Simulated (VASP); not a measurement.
# CoPdO2 (R-3m) in VASP: settings compared, part 2 of 2

VASP 6.6.1.

## (3) Single point, PBEsol, collinear spin, ferromagnetic start

File INCAR:

```
SYSTEM = CoPdO2
PREC = Accurate
ENCUT = 520
EDIFF = 1E-7
ISMEAR = -1
SIGMA = 0.05
LREAL = .False.
LASPH = .True.
NELM = 150
ALGO = Normal
ISIF = 2
LWAVE = .False.
LCHARG = .False.
ISPIN = 2
MAGMOM = 0 2 0 0
LORBIT = 11
LMAXMIX = 4
GGA = PS
NBANDS = 28
```

File KPOINTS:

```
regular mesh
0
Gamma
  8 8 8
  0 0 0
```

File POSCAR:

```
CoPdO2
1.0
    1.4316899074      0.8265865534      5.9577715763
   -1.4316899074      0.8265865534      5.9577715763
    0.0000000000     -1.6531731068      5.9577715763
Pd Co O
1 1 2
Direct
    0.0000000000      0.0000000000      0.0000000000
    0.5000000000      0.5000000000      0.5000000000
    0.1124760000      0.1124760000      0.1124760000
    0.8875240000      0.8875240000      0.8875240000
```

Potentials or basis: VASP PAW PBE potentials, release 64 (Pd, Co, O).

On the command line:

```sh
> cat potpaw_PBE.64/Pd/POTCAR potpaw_PBE.64/Co/POTCAR potpaw_PBE.64/O/POTCAR > POTCAR
> mpirun -np 1 vasp_std > vasp.out
```

OUTCAR:

```text
SYSTEM = CoPdO2
   PREC = Accurate
   ENCUT = 520
   EDIFF = 1E-7
   ISMEAR = -1
   LREAL = .False.
   LASPH = .True.
   NELM = 150
   ISIF = 2
   ISPIN = 2
   LORBIT = 11
   GGA = PS

 ion  position               nearest neighbor table
   1  0.000  0.000  0.000-   3 2.01   4 2.01
   2  0.500  0.500  0.500-   3 1.92   4 1.92   3 1.92   3 1.92   4 1.92   4 1.92
   3  0.112  0.112  0.112-   2 1.92   2 1.92   2 1.92   1 2.01
   4  0.888  0.888  0.888-   2 1.92   2 1.92   2 1.92   1 2.01

  LATTYP: Found a trigonal (rhomboedric) cell.
 ALAT       =     6.1828814865
 COS(alpha) =     0.8927626487

  Lattice vectors:

 A1 = (   1.4316899074,   0.8265865534,   5.9577715763)
 A2 = (  -1.4316899074,   0.8265865534,   5.9577715763)
 A3 = (   0.0000000000,  -1.6531731068,   5.9577715763)

Analysis of symmetry for initial positions (statically):
=====================================================================
 Subroutine PRICEL returns:
 Original cell was already a primitive cell.

 Routine SETGRP: Setting up the symmetry group for a
 trigonal (rhombohedral) supercell.

 Subroutine GETGRP returns: Found 12 space group operations
 (whereof 12 operations were pure point group operations)
 out of a pool of 12 trial point group operations.

The static configuration has the point symmetry D_3d.

Analysis of symmetry for dynamics (positions and initial velocities):
=====================================================================
 Subroutine PRICEL returns:
 Original cell was already a primitive cell.

 Routine SETGRP: Setting up the symmetry group for a
 trigonal (rhombohedral) supercell.

 Subroutine GETGRP returns: Found 12 space group operations
 (whereof 12 operations were pure point group operations)
 out of a pool of 12 trial point group operations.

The dynamic configuration has the point symmetry D_3d.

Analysis of structural, dynamic, and magnetic symmetry:
=====================================================================
 Subroutine PRICEL returns:
 Original cell was already a primitive cell.
[... 165 lines left out ...]
 cond. band min:       7.4026316547   @ k =   0.5000   0.5000   0.0000
 fundamental gap:      0.2786020194
 Fermi energy:         7.1540720951

 spin component 1

 k-point     1 :       0.0000    0.0000    0.0000
  band No.  band energies     occupation
      1     -13.4151      1.00000
      2     -11.5623      1.00000
      3      -1.1101      1.00000
      4       1.3319      1.00000
      5       1.3319      1.00000
      6       2.3573      1.00000
[... 709 lines left out ...]
     26      25.2127      0.00000
     27      26.4290      0.00000

 [... further k-points ...]

 spin component 2

 k-point     1 :       0.0000    0.0000    0.0000
  band No.  band energies     occupation
      1     -13.4151      1.00000
      2     -11.5623      1.00000
      3      -1.1101      1.00000
      4       1.3319      1.00000
      5       1.3319      1.00000
      6       2.3573      1.00000
[... 709 lines left out ...]
     26      25.2127      0.00000
     27      26.4290      0.00000

 [... further k-points ...]

 [bands above 27 left out]

------------------------ aborting loop because EDIFF is reached ----------------------------------------

  FORCE on cell =-STRESS in cart. coord.  units (eV):
  Direction    XX          YY          ZZ          XY          YZ          ZX
  --------------------------------------------------------------------------------------
  -------------------------------------------------------------------------------------
  Total       -2.5636916     -2.5636916     -3.0232318      0.0000000      0.0000000      0.0000000
  in kB      -97.0965863    -97.0965863   -114.5010924      0.0000000      0.0000000      0.0000000
  external PRESSURE =    -102.8980883 kB  Pullay stress =       0.0000000 kB

 VOLUME and BASIS-vectors are now :
 -----------------------------------------------------------------------------
  energy-cutoff  :      520.00
  volume of cell :       42.30
      direct lattice vectors                 reciprocal lattice vectors
     1.431689907  0.826586553  5.957771576     0.349237637  0.201632444  0.055949331
    -1.431689907  0.826586553  5.957771576    -0.349237637  0.201632444  0.055949331
     0.000000000 -1.653173107  5.957771576     0.000000000 -0.403264887  0.055949331

 POSITION                                       TOTAL-FORCE (eV/Angst)
 -----------------------------------------------------------------------------------
      0.00000      0.00000      0.00000        -0.000000      0.000000      0.000000
      0.00000      0.00000      8.93666         0.000000     -0.000000      0.000000
      0.00000      0.00000      2.01032        -0.000000      0.000000      0.226001
      0.00000      0.00000     15.86300        -0.000000     -0.000000     -0.226001
 -----------------------------------------------------------------------------------
    total drift:                                0.000000      0.000000     -0.000000

  FREE ENERGIE OF THE ION-ELECTRON SYSTEM (eV)
  ---------------------------------------------------
  free  energy   TOTEN  =       -27.6720950514 eV

  energy  without entropy=      -27.6543765517  energy(sigma->0) =      -27.66323580

 total charge

# of ion       s       p       d       tot
------------------------------------------
    1        0.457   0.450   8.437   9.343
    2        0.423   0.640   7.313   8.375
    3        1.554   3.405   0.000   4.959
    4        1.554   3.405   0.000   4.959
--------------------------------------------------
tot          3.987   7.899  15.750  27.636

 magnetization (x)

# of ion       s       p       d       tot
------------------------------------------
    1       -0.000  -0.000  -0.000  -0.000
    2        0.000   0.000   0.000   0.000
    3       -0.000  -0.000   0.000  -0.000
    4       -0.000  -0.000   0.000  -0.000
--------------------------------------------------
tot         -0.000  -0.000  -0.000  -0.000
```

OSZICAR:

```text
N       E                     dE             d eps       ncg     rms          rms(c)
DAV:   1     0.238807726182E+03    0.23881E+03   -0.14212E+04  7296   0.121E+03
DAV:   2    -0.146383748992E+02   -0.25345E+03   -0.22614E+03  7576   0.309E+02
[... 11 lines left out ...]
DAV:  14    -0.276721157068E+02    0.48254E-04   -0.30589E-04  9120   0.150E-01    0.805E-02
DAV:  15    -0.276720971143E+02    0.18592E-04   -0.13286E-04 10768   0.139E-01    0.342E-02
DAV:  16    -0.276720996552E+02   -0.25409E-05   -0.16939E-05  9380   0.354E-02    0.246E-02
DAV:  17    -0.276720954528E+02    0.42024E-05   -0.35203E-06 10348   0.341E-02    0.823E-03
DAV:  18    -0.276720951481E+02    0.30474E-06   -0.11135E-06 10468   0.103E-02    0.292E-03
DAV:  19    -0.276720950514E+02    0.96709E-07   -0.10715E-07  4336   0.646E-03
   1 F= -.27672095E+02 E0= -.27663236E+02  d E =-.177185E-01  mag=    -0.0000
```

Run time: 19 min. Hardware: 1 thread of AMD EPYC 7R13, shared host; peak memory 0.45 GiB.

Results:

* Free energy: -27.6721 eV
* Pressure: -10.3 GPa
* Largest force: 0.226 eV/Å
* Net moment: 0.00 μB per cell
* Valence electrons inside the program's atomic spheres: Pd 9.34; Co 8.38; O 4.96

Forces in eV/Å, atoms in the order of the input:
```
Pd   0.000  0.000  0.000
Co   0.000  0.000  0.000
O    0.000  0.000  0.226
O    0.000  0.000 -0.226
```

Stress tensor (GPa, compression positive):
```
 -9.71   0.00   0.00
  0.00  -9.71   0.00
  0.00   0.00 -11.45
```

Caveat: the starting moments collapsed, and a magnetic state may lie lower; the PAW data sets were made with another functional, which shifts forces and pressure a little; semilocal functionals often make such compounds metallic where correlation or magnetic order opens a gap, which also shifts bond lengths. With open d or f shells a metallic result of PBEsol can be an artefact of self-interaction; +U or a hybrid may open a gap.
